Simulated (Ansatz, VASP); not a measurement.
# SiC in VASP and in Ansatz

File INCAR:

```
PREC = Accurate ; ENCUT = 520
EDIFF = 1E-6 ; ISMEAR = 0
SIGMA = 0.01 ; LREAL = F
LASPH = T ; NELM = 100
ALGO = Normal ; ISIF = 2
LWAVE = F ; LCHARG = T
GGA = PS ; LELF = T
LVHAR = T ; NBANDS = 16
```

The input KPOINTS:

```
regular mesh
0
Gamma
  12 12 4
```

POSCAR

```
SiC
1.0
    3.0760000000      0.0000000000      0.0000000000
   -1.5380000000      2.6638900000      0.0000000000
    0.0000000000      0.0000000000      5.0480000000
Si C
2 2
Direct
    0.3333333333      0.6666666667      0.0000000000
    0.6666666667      0.3333333333      0.5000000000
    0.3333333333      0.6666666667      0.3850000000
    0.6666666667      0.3333333333      0.8850000000
```

Input for Ansatz:

```yaml
crystal:
  lattice:
    - [3.076, 0.0, 0.0]
    - [-1.538, 2.66389, 0.0]
    - [0.0, 0.0, 5.048]
  atoms:
    - { symbol: Si, position: [0.3333333333333333, 0.6666666666666666, 0.0] }
    - { symbol: Si, position: [0.6666666666666666, 0.3333333333333333, 0.5] }
    - { symbol: C, position: [0.3333333333333333, 0.6666666666666666, 0.385] }
    - { symbol: C, position: [0.6666666666666666, 0.3333333333333333, 0.885] }
kpoints:
  mp_grid:
    grid: [12, 12, 4]
hamiltonian:
  xc: pbesol
  pseudopotentials:
    kind: paw
scf:
  occupations:
    method: fixed
output:
  forces: true
  stress: true
  eigenvalues: true
```

Alike in both runs: task single point; functional PBEsol; k mesh 12 × 12 × 4; no spin polarisation.

```csv
,VASP,Ansatz
version,VASP 6.6.1,Ansatz 0.2.0
potentials or method,"VASP PAW PBE potentials, release 64 (Si, C)","plane waves, PAW"
plane-wave cutoff (eV),520,420
occupations,"gaussian, width 0.01 eV",fixed
valence electrons in the cell,16,16
```

```csv
,VASP,Ansatz,Ansatz less VASP
gap on the k mesh at the Fermi level (eV),2.16,2.17,+0.009
pressure (GPa),0.6,0.3,-0.35
"traceless stress, the component that is largest in VASP (GPa)",-3.31,-3.27,+0.049
rms of the force components (eV/Å),0.433,0.431,-0.0023
```

VASP's potentials were made for PBE, not for PBEsol. Atom by atom the forces differ by 0.002 eV/Å (rms over components).
